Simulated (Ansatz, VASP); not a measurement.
## C in VASP and in Ansatz

```
CELL_PARAMETERS angstrom
1.78863 0.00000 0.00000
0.00000 1.78863 0.00000
0.00000 0.00000 5.26207
ATOMIC_POSITIONS crystal
C 0.00000 0.00000 0.85714
C 0.00000 0.00000 0.14286
```

Alike in both runs: functional PBE; k mesh 30 × 30 × 12; occupations gaussian, width 0.1 eV; no spin polarisation.

Ansatz relaxed the structure, and its values are those at the end. VASP's run is a single point on that final structure, the one shown.

```csv
,VASP,Ansatz
version,VASP 6.6.1,Ansatz 0.2.0
potentials or method,"VASP PAW PBE potentials, release 64 (C), cutoff 520 eV","scalar-relativistic, plane waves, PAW"
valence electrons in the cell,8,8
```

|  | VASP | Ansatz | Ansatz less VASP |
| --- | --- | --- | --- |
| gap on the k mesh at the Fermi level (eV) | none | none | - |
| pressure (GPa) | 0.4 | 0.0 | -0.42 |
| rms of the force components (eV/Å) | 0.031 | 0.000 | -0.0311 |

A gap of «none» marks a metal or a gap that the smearing closes.
